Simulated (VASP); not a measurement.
# SnO2 (Cm) in VASP: further runs, part 2 of 2

VASP 6.6.1.

### 3 Single point, PBEsol (atom 3 (O) moved by -0.580 Å along [0 1 0] and -0.000 Å along [0 0 1])

File INCAR:

```
ALGO = Normal ; EDIFF = 1E-6
ENCUT = 520 ; GGA = PS
ISIF = 2 ; ISMEAR = 0
LASPH = T ; LCHARG = F
LREAL = F ; LUSENCCL = F
LWAVE = F ; NBANDS = 35
NELM = 60 ; PREC = Accurate
SIGMA = 0.05
```

File KPOINTS:

```
k-points
0
Gamma
  10 10 10
```

File POSCAR:

```
SnO2
1.0
   -2.0054999738      2.0054999738      5.1227446880
    2.0054999738     -2.0054999738      5.1227446880
    2.0054999738      2.0054999738     -5.1227446880
Sn O
2 4
Direct
    0.7500000000      0.2500000000      0.5000000000
    0.0000000000      0.0000000000      0.0000000000
    0.6524788760      0.7970812214     -0.1446023454
    0.9529187786      0.4529187786      0.5000000000
    0.2029187786      0.2029187786      0.0000000000
    0.5470812214      0.0470812214      0.5000000000
```

Potentials or basis: VASP PAW PBE potentials, release 64 (Sn_d, O).

The run is started by

```bash
$ cat potpaw_PBE.64/Sn_d/POTCAR potpaw_PBE.64/O/POTCAR > POTCAR
$ mpirun -np 1 vasp_std > vasp.out
```

OUTCAR:

```text
EDIFF = 1E-6
   ENCUT = 520
   GGA = PS
   ISIF = 2
   ISMEAR = 0
   LASPH = T
   LREAL = F
   NELM = 60
   PREC = Accurate

 ion  position               nearest neighbor table
   1  0.750  0.250  0.500-   5 2.06   5 2.06   6 2.08   4 2.08   3 2.14   3 2.14   2 3.25   2 3.25
                             2 3.25   2 3.25
   2  0.000  0.000  0.000-   6 2.06   4 2.06   6 2.06   4 2.06   5 2.08   3 2.16   1 3.25   1 3.25
                             1 3.25   1 3.25
   3  0.652  0.797  0.855-   1 2.14   1 2.14   2 2.16
   4  0.953  0.453  0.500-   2 2.06   2 2.06   1 2.08
   5  0.203  0.203  0.000-   1 2.06   1 2.06   2 2.08
   6  0.547  0.047  0.500-   2 2.06   2 2.06   1 2.08

  LATTYP: Found a body centered tetragonal cell.
 ALAT       =     4.0109999476
 C/A-ratio  =     2.5543479207

  Lattice vectors:

 A1 = (  -2.0054999738,   2.0054999738,   5.1227446880)
 A2 = (   2.0054999738,  -2.0054999738,   5.1227446880)
 A3 = (   2.0054999738,   2.0054999738,  -5.1227446880)

Analysis of symmetry for initial positions (statically):
=====================================================================
 Subroutine PRICEL returns:
 Original cell was already a primitive cell.

 Routine SETGRP: Setting up the symmetry group for a
 body centered tetragonal supercell.

 Subroutine GETGRP returns: Found  2 space group operations
 (whereof  2 operations were pure point group operations)
 out of a pool of 16 trial point group operations.

The static configuration has the point symmetry C_1h.

Analysis of symmetry for dynamics (positions and initial velocities):
=====================================================================
 Subroutine PRICEL returns:
 Original cell was already a primitive cell.

 Routine SETGRP: Setting up the symmetry group for a
 body centered tetragonal supercell.

 Subroutine GETGRP returns: Found  2 space group operations
 (whereof  2 operations were pure point group operations)
 out of a pool of 16 trial point group operations.

[... 124 lines left out ...]
   EFERMI_NEDOS =   21; number of points for ismear=-14 and -15
   IALGO  =     38    algorithm
   IMIX   =      4    mixing-type and parameters
     AMIX     =   0.40;   BMIX     =  1.00
     AMIX_MAG =   1.60;   BMIX_MAG =  1.00
  volume/ion in A,a.u.               =      13.74        92.69
  Fermi-wavevector in a.u.,A,eV,Ry     =   1.404128  2.653417 26.824901  1.971575
  Thomas-Fermi vector in A             =   2.526720
   LORBIT       =      0    0 simple, 1 ext, 2 COOP (PROOUT), +10 PAW based schemes
   GGA     = PS    functional components
   LHFCALC =     F    Hartree Fock is set to
   AEXX    =    0.0000 exact exchange contribution
   IVDW    =     0    specifies the selected vdW correction
   LEPSILON=     F    determine dielectric tensor
   LRPA    =     F    only Hartree local field effects (RPA)
 non-spin polarized calculation
 Gauss-broadening in eV      SIGMA  =   0.05
  energy-cutoff  :      520.00
  volume of cell :       82.42
 maximum number of plane-waves:      2260
 NGX is ok and might be reduce to    48
   NGX = 21   NGY = 21   NGZ = 21

 number of electron      52.0000004 magnetization

 Free energy of the ion-electron system (eV)
  ---------------------------------------------------
  ext. energy  EPLUGINS =         0.00000000
  ---------------------------------------------------
  free energy    TOTEN  =       -38.70807724 eV

  energy without entropy =      -38.70807724  energy(sigma->0) =      -38.70807724

 E-fermi :   4.4727     XC(G=0): -10.5704

 val. band max:        4.1905138251   @ k =   0.3000   0.2000   0.2000
 cond. band min:       5.3770433416   @ k =   0.0000   0.0000   0.0000
 fundamental gap:      1.1865295165
 Fermi energy:         4.4727218991

 k-point     1 :       0.0000    0.0000    0.0000
  band No.  band energies     occupation
      1     -16.4544      2.00000
      2     -16.3575      2.00000
      3     -16.1310      2.00000
      4     -15.7155      2.00000
      5     -15.6482      2.00000
      6     -15.6426      2.00000
[... 901 lines left out ...]
     34      15.6192      0.00000
     35      15.8937      0.00000

 [... further k-points ...]
[... 5 lines left out ...]
  --------------------------------------------------------------------------------------
  -------------------------------------------------------------------------------------
  Total       -1.0412866     -0.4750332     -0.2078777      0.0000000      0.5259801      0.0000000
  in kB      -20.2429054     -9.2347787     -4.0412007      0.0000000     10.2252005      0.0000000
  external PRESSURE =     -11.1729616 kB  Pullay stress =       0.0000000 kB

 VOLUME and BASIS-vectors are now :
 -----------------------------------------------------------------------------
  energy-cutoff  :      520.00
  volume of cell :       82.42
      direct lattice vectors                 reciprocal lattice vectors
    -2.005499974  2.005499974  5.122744688     0.000000000  0.249314389  0.097603927
     2.005499974 -2.005499974  5.122744688     0.249314389  0.000000000  0.097603927
     2.005499974  2.005499974 -5.122744688     0.249314389  0.249314389  0.000000000

 POSITION                                       TOTAL-FORCE (eV/Angst)
 -----------------------------------------------------------------------------------
      0.00000      2.00550      2.56137         0.000000     -0.583700      0.263177
      0.00000      0.00000      0.00000         0.000000     -0.452907     -0.363336
      2.00550      1.42550      3.04374        -0.000000      2.029361      0.353893
      0.00000      2.00550      4.64037         0.000000      0.412883     -0.126027
      0.00000      0.00000      2.07900         0.000000     -1.172082     -0.243479
      0.00000      2.00550      0.48237         0.000000     -0.233555      0.115772
 -----------------------------------------------------------------------------------
    total drift:                                0.000000      0.000093     -0.000051

  FREE ENERGIE OF THE ION-ELECTRON SYSTEM (eV)
  ---------------------------------------------------
  free  energy   TOTEN  =       -38.7080772376 eV

  energy  without entropy=      -38.7080772376  energy(sigma->0) =      -38.70807724
```

Wall time 17 min (1 × NVIDIA H100 80GB with 1 thread of AMD EPYC 7R13 (Zen 3), shared host); peak memory 1.8 GiB.

Results:

```
Free energy            : -38.7081 eV
Pressure               : -1.1 GPa
Largest force          : 2.060 eV/Å
Band gap on the k mesh : 1.19 eV (least direct gap 1.65 eV)
```

Forces in eV/Å, atoms in the order of the input:
```
Sn   0.000 -0.584  0.263
Sn   0.000 -0.453 -0.363
O    0.000  2.029  0.354
O    0.000  0.413 -0.126
O    0.000 -1.172 -0.243
O    0.000 -0.234  0.116
```

Stress tensor (GPa, compression positive):
```
-2.02  0.00  0.00
 0.00 -0.92  1.02
 0.00  1.02 -0.40
```

Levels at points of the mesh, in eV from the valence-band top:
```tsv
k point	band 24	band 25	band 26	band 27	band 28	band 29
(0.00, 0.00, 0.00)	-0.87	-0.58	-0.47	1.19	4.80	8.49
(0.50, 0.00, 0.00)	-0.94	-0.92	-0.54	4.35	5.18	7.45
(0.00, 0.50, 0.00)	-1.10	-0.64	-0.24	4.14	5.46	6.69
(0.00, 0.50, 0.50)	-0.84	-0.80	-0.63	4.31	5.50	7.14
(0.50, 0.50, 0.00)	-0.73	-0.38	-0.02	5.51	6.34	6.98
(0.50, 0.50, 0.50)	-1.16	-0.73	-0.43	3.50	3.85	6.92
```

Caveat: the cell differs from its parent crystal (atom 3 (O) moved by -0.580 Å along [0 1 0] and -0.000 Å along [0 0 1]); the PAW data sets were made with another functional, which shifts forces and pressure a little; spin-orbit coupling is left out, which moves the levels of the heavy elements. A k mesh can miss the band edges.

### 4 Single point, PBEsol (atom 3 (O) moved by -0.580 Å along [0 1 0] and -0.580 Å along [0 0 1])

File INCAR:

```
SYSTEM = SnO2
ALGO = Normal
EDIFF = 1E-6
ENCUT = 520
GGA = PS
ISIF = 2
ISMEAR = 0
LASPH = .True.
LCHARG = .False.
LREAL = .False.
LUSENCCL = .False.
LWAVE = .False.
NBANDS = 35
NELM = 80
PREC = Accurate
SIGMA = 0.05
```

File KPOINTS:

```
k-points
0
Gamma
  10 10 10
  0 0 0
```

Edit POSCAR of step 3 so:

```diff
@@ -10,3 +10,3 @@
     0.0000000000      0.0000000000      0.0000000000
-    0.6524788760      0.7970812214     -0.1446023454
+    0.5958685981      0.7404709436     -0.1446023454
     0.9529187786      0.4529187786      0.5000000000
```

The run is started by

```bash
$ cat potpaw_PBE.64/Sn_d/POTCAR potpaw_PBE.64/O/POTCAR > POTCAR
$ mpirun -np 1 vasp_std > vasp.out
```

It took 16 min on 1 × NVIDIA H100 80GB with 1 thread of AMD EPYC 7R13 (Zen 3), shared host; peak memory 1.8 GiB.

It converged, with:

```
Free energy            : -37.6003 eV
Pressure               : -1.5 GPa
Largest force          : 3.324 eV/Å
Band gap on the k mesh : 0.22 eV (least direct gap 0.92 eV)
```

Forces on the atoms (eV/Å):
```
Sn   0.000 -0.212 -0.832
Sn   0.000 -0.380  0.802
O    0.000  2.006  2.650
O    0.000  0.126 -0.912
O    0.000 -1.522 -0.360
O    0.000 -0.018 -1.348
```

Stress tensor (GPa, compression positive):
```
-1.28  0.00  0.00
 0.00 -1.12 -1.23
 0.00 -1.23 -2.01
```

Levels at points of the mesh, in eV from the valence-band top:
| k point | band 22 | band 23 | band 24 | band 25 | band 26 | band 27 | band 28 | band 29 | band 30 | band 31 |
| --- | --- | --- | --- | --- | --- | --- | --- | --- | --- | --- |
| (0.00, 0.00, 0.00) | -1.98 | -1.62 | -1.51 | -0.74 | -0.70 | 0.22 | 3.54 | 7.33 | 8.08 | 9.04 |
| (0.50, 0.00, 0.00) | -1.76 | -1.66 | -1.52 | -1.21 | -1.10 | 2.02 | 4.65 | 6.28 | 7.62 | 8.62 |
| (0.00, 0.50, 0.00) | -2.22 | -1.99 | -1.37 | -1.14 | -0.68 | 3.42 | 4.61 | 5.58 | 7.11 | 8.69 |
| (0.00, 0.50, 0.50) | -1.72 | -1.69 | -1.51 | -1.16 | -1.01 | 2.10 | 4.61 | 6.26 | 8.24 | 8.88 |
| (0.50, 0.50, 0.00) | -1.95 | -1.51 | -1.01 | -0.81 | -0.03 | 4.30 | 4.51 | 5.97 | 6.87 | 7.19 |
| (0.50, 0.50, 0.50) | -2.20 | -2.03 | -1.57 | -0.88 | -0.72 | 1.11 | 3.20 | 5.83 | 7.72 | 9.20 |

Caveat: the cell differs from its parent crystal (atom 3 (O) moved by -0.580 Å along [0 1 0] and -0.580 Å along [0 0 1]); semilocal functionals underestimate gaps, and a narrow one can read as zero; the PAW data sets were made with another functional, which shifts forces and pressure a little; spin-orbit coupling is left out, which moves the levels of the heavy elements.

### 5 The runs side by side

```tsv
cell	gap on the mesh (eV)	pressure (GPa)	largest force (eV/Å)
as given, atomic positions A	0.69	21.3	20.61
as given, atomic positions B	1.19	-1.1	2.06
as given, atomic positions C	0.22	-1.5	3.32
```

Alike in all rows: task single point; level PBEsol; potentials or basis VASP PAW PBE potentials, release 64 (Sn_d, O); no spin polarisation; k mesh 10 × 10 × 10; cutoff (eV) 520; smearing gaussian 0.05 eV.

Caveats: the PAW data sets were made with another functional, which shifts forces and pressure a little; spin-orbit coupling is left out, which moves the levels of the heavy elements; semilocal functionals underestimate gaps, and a narrow one can read as zero (at least some runs); the stress differs along the axes, from 7 to 46 GPa (at least some runs).

Absolute energies hang on the potentials; compare differences alone.
